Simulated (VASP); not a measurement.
Runs of VASP 6.6.1 on B. The structure is that of space group P6_3/mmc (No. 194), or close to it. The cells are those of the table. 

| task | cell | k mesh | cutoff (eV) | gap on the mesh (eV) | pressure (GPa) |
| --- | --- | --- | --- | --- | --- |
| single point | a = 2.987, b = 2.987, c = 4.129 Å, angles 90.0, 90.0, 120.0°, 4 atoms | 9 × 9 × 4 | 520 | none | -0.2 |
| relaxation of cell and atoms | relaxed from a = 2.337, b = 2.337, c = 6.365 Å, angles 90.0, 90.0, 120.0°, 4 atoms | 9 × 9 × 4 | 600 | none | -0.1 |
| single point | a = 2.992, b = 2.992, c = 4.075 Å, angles 90.0, 90.0, 120.0°, 4 atoms | 18 × 18 × 12 | 520 | none | 0.0 |
| single point | a = 2.337, b = 2.337, c = 6.365 Å, angles 90.0, 90.0, 120.0°, 4 atoms | 9 × 9 × 4 | 520 | none | (a) |

Alike in all rows: level r2SCAN; potentials or basis VASP PAW PBE potentials, release 64 (B); no spin polarisation; smearing gaussian 0.1 eV.

**Question.** Estimate the missing entries.

**Answer.** (a) 181.7.

Caveats: some runs use coarse meshes; the PAW data sets were made with another functional, which shifts forces and pressure a little.

A gap of «none» marks levels without a gap at the run's occupations.
